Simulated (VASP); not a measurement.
# BeS (F-43m) in VASP: single point with PBE

Aim: the single point of BeS with PBE.

Everything below comes from runs of VASP 6.6.1. Logs are shortened: lines on timing, memory, paths and dates and some standing lists are left out, and cuts for length are marked.

### Step 1. The cell of the first run

The structure is cubic, space group F-43m (No. 216). The conventional cell has a = 4.972 Å, b = 4.972 Å, c = 4.972 Å, α = 90.00°, β = 90.00°, γ = 90.00°. Be (site symmetry -43m) has 4 S at 2.15 Å within 2.8 Å. S (site symmetry -43m) has 4 Be at 2.15 Å within 2.8 Å.

### Step 2. Single point, PBE

Input file INCAR:

```
SYSTEM = BeS
PREC = Accurate
ENCUT = 600
EDIFF = 1E-6
ISMEAR = 0
SIGMA = 0.02
LREAL = .FALSE.
LASPH = .TRUE.
NELM = 120
ALGO = Normal
ISIF = 2
LWAVE = .FALSE.
LCHARG = .FALSE.
GGA = PE
NBANDS = 11
GGA_COMPAT = .FALSE.
```

Input file KPOINTS:

```
regular mesh
0
G
  12 12 12
  0 0 0
```

Input file POSCAR:

```
BeS
1.0
    0.0000000000      2.4858228506      2.4858228506
    2.4858228506      0.0000000000      2.4858228506
    2.4858228506      2.4858228506      0.0000000000
Be S
1 1
Direct
    0.2500000000      0.2500000000      0.2500000000
    0.5000000000      0.5000000000      0.5000000000
```

Potentials or basis: VASP PAW PBE potentials, release 64 (Be, S).

Launch:

```console
$ cat potpaw_PBE.64/Be/POTCAR potpaw_PBE.64/S/POTCAR > POTCAR
$ mpirun -np 1 vasp_std > vasp.out
```

OUTCAR:

```text
SYSTEM = BeS
   PREC = Accurate
   ENCUT = 600
   EDIFF = 1E-6
   ISMEAR = 0
   LREAL = .FALSE.
   LASPH = .TRUE.
   NELM = 120
   ISIF = 2
   GGA = PE

 ion  position               nearest neighbor table
   1  0.250  0.250  0.250-   2 2.15   2 2.15   2 2.15   2 2.15
   2  0.500  0.500  0.500-   1 2.15   1 2.15   1 2.15   1 2.15

  LATTYP: Found a face centered cubic cell.
 ALAT       =     4.9716457012

  Lattice vectors:

 A1 = (   0.0000000000,   2.4858228506,   2.4858228506)
 A2 = (   2.4858228506,   0.0000000000,   2.4858228506)
 A3 = (   2.4858228506,   2.4858228506,   0.0000000000)

Analysis of symmetry for initial positions (statically):
=====================================================================
 Subroutine PRICEL returns:
 Original cell was already a primitive cell.

 Routine SETGRP: Setting up the symmetry group for a
 face centered cubic supercell.

 Subroutine GETGRP returns: Found 24 space group operations
 (whereof 24 operations were pure point group operations)
 out of a pool of 48 trial point group operations.

The static configuration has the point symmetry T_d .

Analysis of symmetry for dynamics (positions and initial velocities):
=====================================================================
 Subroutine PRICEL returns:
 Original cell was already a primitive cell.

 Routine SETGRP: Setting up the symmetry group for a
 face centered cubic supercell.

 Subroutine GETGRP returns: Found 24 space group operations
 (whereof 24 operations were pure point group operations)
 out of a pool of 48 trial point group operations.

The dynamic configuration has the point symmetry T_d .

 Subroutine INISYM returns: Found 24 space group operations
 (whereof 24 operations are pure point group operations),
 and found     1 'primitive' translations

----------------------------------------------------------------------------------------

                                     Primitive cell

  volume of cell :      30.7214

  direct lattice vectors                    reciprocal lattice vectors
     0.000000000  2.485822851  2.485822851    -0.201140640  0.201140640  0.201140640
     2.485822851  0.000000000  2.485822851     0.201140640 -0.201140640  0.201140640
     2.485822851  2.485822851  0.000000000     0.201140640  0.201140640 -0.201140640

  length of vectors
     3.515484389  3.515484389  3.515484389     0.348385809  0.348385809  0.348385809

  position of ions in fractional coordinates (direct lattice)
     0.250000000  0.250000000  0.250000000
     0.500000000  0.500000000  0.500000000

  ion indices of the primitive-cell ions
   primitive index   ion index
                 1           1
                 2           2

----------------------------------------------------------------------------------------

 KPOINTS: regular mesh

Automatic generation of k-mesh.
 Grid dimensions read from file:
 generate k-points for:   12   12   12

 Generating k-lattice:

  Cartesian coordinates                     Fractional coordinates (reciprocal lattice)
    -0.016761720  0.016761720  0.016761720     0.083333333  0.000000000  0.000000000
     0.016761720 -0.016761720  0.016761720     0.000000000  0.083333333  0.000000000
     0.016761720  0.016761720 -0.016761720     0.000000000  0.000000000  0.083333333

  Length of vectors
     0.029032151  0.029032151  0.029032151

  Shift w.r.t. Gamma in fractional coordinates (k-lattice)
     0.000000000  0.000000000  0.000000000

 Subroutine IBZKPT returns following result:
 ===========================================

 Found     72 irreducible k-points:

 Following reciprocal coordinates:
            Coordinates               Weight
  0.000000  0.000000  0.000000      1.000000
  0.083333  0.000000  0.000000      8.000000
  0.166667  0.000000  0.000000      8.000000
  0.250000  0.000000  0.000000      8.000000
  0.333333  0.000000  0.000000      8.000000
  0.416667  0.000000  0.000000      8.000000
[... 16 lines left out ...]
  0.500000  0.166667  0.000000     24.000000
 -0.416667  0.166667  0.000000     24.000000
 [... further k-points ...]
   k-points           NKPTS =     72   k-points in BZ     NKDIM =     72   number of bands    NBANDS=     11
   number of dos      NEDOS =    301   number of ions     NIONS =      2
   total plane-waves  NPLWV =  21952
   dimension x,y,z NGX =    28 NGY =   28 NGZ =   28
   dimension x,y,z NGXF=    56 NGYF=   56 NGZF=   56
   ions per type =               1   1
   NGX,Y,Z   is equivalent  to a cutoff of  13.24, 13.24, 13.24 a.u.
   NGXF,Y,Z  is equivalent  to a cutoff of  26.48, 26.48, 26.48 a.u.
 SYSTEM =  BeS
   PREC   = accura    normal or accurate (medium, high low for compatibility)
   ISTART =      0    job   : 0-new  1-cont  2-samecut
   ICHARG =      2    charge: 1-file 2-atom 10-const
   ISPIN  =      1    spin polarized calculation?
   LNONCOLLINEAR =      F non collinear calculations
   LSORBIT =      F    spin-orbit coupling
   LASPH  =      T    aspherical Exc in radial PAW
   ENCUT  =  600.0 eV  44.10 Ry    6.64 a.u.   7.02  7.02  7.02*2*pi/ulx,y,z
   NELM   =    120;   NELMIN=  2; NELMDL= -5     # of ELM steps
   EDIFF  = 0.1E-05   stopping-criterion for ELM
   LREAL  =      F    real-space projection
   EDIFFG = 0.1E-04   stopping-criterion for IOM
   NSW    =      0    number of steps for IOM
   IBRION =     -1    ionic relax: 0-MD 1-quasi-New 2-CG
   NFREE  =      0    steps in history (QN), initial steepest desc. (CG)
   ISIF   =      2    stress and relaxation
   ISYM   =      2    0-nonsym 1-usesym 2-fastsym
   POTIM  = 0.5000    time-step for ionic-motion
   TEBEG  =    0.0;   TEEND  =   0.0 temperature during run
   PSTRESS=    0.0 pullay stress
   NELECT =       8.0000    total number of electrons
   NUPDOWN=      -1.0000    fix difference up-down
   EMIN   =  10.00;   EMAX   =-10.00  energy-range for DOS
   EFERMI =   0.00;   METHOD = LEGACY
   ISMEAR =     0;   SIGMA  =   0.02  broadening in eV -4-tet -1-fermi 0-gaus
   EFERMI_NEDOS =   21; number of points for ismear=-14 and -15
   IALGO  =     38    algorithm
   IMIX   =      4    mixing-type and parameters
     AMIX     =   0.40;   BMIX     =  1.00
     AMIX_MAG =   1.60;   BMIX_MAG =  1.00
  volume/ion in A,a.u.               =      15.36       103.66
  Fermi-wavevector in a.u.,A,eV,Ry     =   1.045421  1.975560 14.869883  1.092906
  Thomas-Fermi vector in A             =   2.180216
   LORBIT       =      0    0 simple, 1 ext, 2 COOP (PROOUT), +10 PAW based schemes
   GGA     = PE    functional components
   LHFCALC =     F    Hartree Fock is set to
   AEXX    =    0.0000 exact exchange contribution
   IVDW    =     0    specifies the selected vdW correction
   LEPSILON=     F    determine dielectric tensor
   LRPA    =     F    only Hartree local field effects (RPA)
 non-spin polarized calculation
 Gauss-broadening in eV      SIGMA  =   0.02
  energy-cutoff  :      600.00
  volume of cell :       30.72
 maximum number of plane-waves:      1038
   NGX = 13   NGY = 13   NGZ = 13

 number of electron       8.0000001 magnetization

 Free energy of the ion-electron system (eV)
  ---------------------------------------------------
  ext. energy  EPLUGINS =         0.00000000
  ---------------------------------------------------
  free energy    TOTEN  =        -9.98673112 eV

  energy without entropy =       -9.98673112  energy(sigma->0) =       -9.98673112

 E-fermi :   3.5837     XC(G=0):  -9.4265

 val. band max:        3.4344501927   @ k =   0.0000   0.0000   0.0000
 cond. band min:       6.6990232645   @ k =   0.5000   0.5000   0.0000
 fundamental gap:      3.2645730719
 Fermi energy:         3.5837029760

 k-point     1 :       0.0000    0.0000    0.0000
  band No.  band energies     occupation
      1      -9.7808      2.00000
      2       3.4344      2.00000
      3       3.4344      2.00000
      4       3.4345      2.00000
      5       8.7080      0.00000
      6       9.1227      0.00000
      7       9.1227      0.00000
      8       9.1227      0.00000
      9      16.0992      0.00000
     10      16.0992      0.00000
     11      17.7333      0.00000

 k-point     2 :       0.0833    0.0000    0.0000
  band No.  band energies     occupation
      1      -9.7090      2.00000
      2       2.8784      2.00000
      3       3.3510      2.00000
      4       3.3510      2.00000
      5       8.8128      0.00000
      6       9.2777      0.00000
      7       9.2777      0.00000
      8       9.5792      0.00000
      9      15.7327      0.00000
     10      15.7327      0.00000
     11      17.7570      0.00000

 k-point     3 :       0.1667    0.0000    0.0000
  band No.  band energies     occupation
      1      -9.5012      2.00000
      2       1.6763      2.00000
      3       3.1441      2.00000
      4       3.1441      2.00000
      5       8.8062      0.00000
      6       9.6390      0.00000
      7       9.6390      0.00000
      8      10.7976      0.00000
      9      15.2286      0.00000
     10      15.2286      0.00000
     11      17.6240      0.00000

 k-point     4 :       0.2500    0.0000    0.0000
  band No.  band energies     occupation
      1      -9.1845      2.00000
      2       0.3673      2.00000
      3       2.8993      2.00000
      4       2.8993      2.00000
      5       8.7548      0.00000
      6       9.9598      0.00000
      7       9.9598      0.00000
      8      12.1576      0.00000
      9      15.2058      0.00000
     10      15.2058      0.00000
     11      17.3216      0.00000

 k-point     5 :       0.3333    0.0000    0.0000
  band No.  band energies     occupation
      1      -8.8157      2.00000
      2      -0.7839      2.00000
      3       2.6867      2.00000
      4       2.6867      2.00000
      5       8.6985      0.00000
      6      10.0662      0.00000
      7      10.0662      0.00000
      8      13.3250      0.00000
      9      15.8800      0.00000
     10      15.8800      0.00000
     11      17.2133      0.00000
[... 211 lines left out ...]
 k-point    21 :       0.3333    0.1667    0.0000
  band No.  band energies     occupation
      1      -8.8506      2.00000
      2       0.0041      2.00000
      3       2.1026      2.00000
      4       2.1103      2.00000
      5       8.5809      0.00000
      6      10.5505      0.00000
      7      11.1433      0.00000
      8      11.4114      0.00000
      9      15.1184      0.00000
     10      17.2210      0.00000
     11      18.7041      0.00000

 k-point    22 :       0.4167    0.1667    0.0000
  band No.  band energies     occupation
      1      -8.5122      2.00000
      2      -0.9102      2.00000
      3       1.7729      2.00000
      4       2.0088      2.00000
      5       8.6996      0.00000
      6      10.6677      0.00000
      7      11.3817      0.00000
      8      11.7687      0.00000
      9      16.3758      0.00000
     10      18.0312      0.00000
     11      18.2994      0.00000

 k-point    23 :       0.5000    0.1667    0.0000
  band No.  band energies     occupation
      1      -8.2672      2.00000
      2      -1.4812      2.00000
      3       1.4753      2.00000
      4       2.0421      2.00000
      5       8.8107      0.00000
      6      10.5785      0.00000
      7      11.1882      0.00000
      8      12.9967      0.00000
      9      16.4192      0.00000
     10      18.0508      0.00000
     11      18.8130      0.00000

 k-point    24 :      -0.4167    0.1667    0.0000
  band No.  band energies     occupation
      1      -8.2300      2.00000
      2      -1.5612      2.00000
      3       1.2808      2.00000
      4       2.1957      2.00000
      5       9.0020      0.00000
      6      10.5269      0.00000
      7      10.9739      0.00000
      8      13.9306      0.00000
      9      15.8875      0.00000
     10      16.5754      0.00000
     11      19.4987      0.00000

 [... further k-points ...]
[... 5 lines left out ...]
  --------------------------------------------------------------------------------------
  -------------------------------------------------------------------------------------
  Total       -0.9214907     -0.9214907     -0.9214907      0.0000000     -0.0000000      0.0000000
  in kB      -48.0574816    -48.0574816    -48.0574816      0.0000000     -0.0000000      0.0000000
  external PRESSURE =     -48.0574816 kB  Pullay stress =       0.0000000 kB

 VOLUME and BASIS-vectors are now :
 -----------------------------------------------------------------------------
  energy-cutoff  :      600.00
  volume of cell :       30.72
      direct lattice vectors                 reciprocal lattice vectors
     0.000000000  2.485822851  2.485822851    -0.201140640  0.201140640  0.201140640
     2.485822851  0.000000000  2.485822851     0.201140640 -0.201140640  0.201140640
     2.485822851  2.485822851  0.000000000     0.201140640  0.201140640 -0.201140640

 POSITION                                       TOTAL-FORCE (eV/Angst)
 -----------------------------------------------------------------------------------
      1.24291      1.24291      1.24291         0.000000      0.000000     -0.000000
      2.48582      2.48582      2.48582        -0.000000     -0.000000      0.000000
 -----------------------------------------------------------------------------------
    total drift:                                0.000000      0.000000      0.000000

  FREE ENERGIE OF THE ION-ELECTRON SYSTEM (eV)
  ---------------------------------------------------
  free  energy   TOTEN  =        -9.9867311188 eV

  energy  without entropy=       -9.9867311188  energy(sigma->0) =       -9.98673112
```

Wall time 26 s (1 thread of Intel Xeon 8259CL, shared host); peak memory 0.17 GiB.

Results:

| Item | Value |
| --- | --- |
| Free energy | -9.9867 eV |
| Pressure | -4.8 GPa |
| Band gap on the k mesh | 3.26 eV (least direct gap 5.27 eV) |

Caveat: the cell stands under tension. A k mesh can miss the band edges.
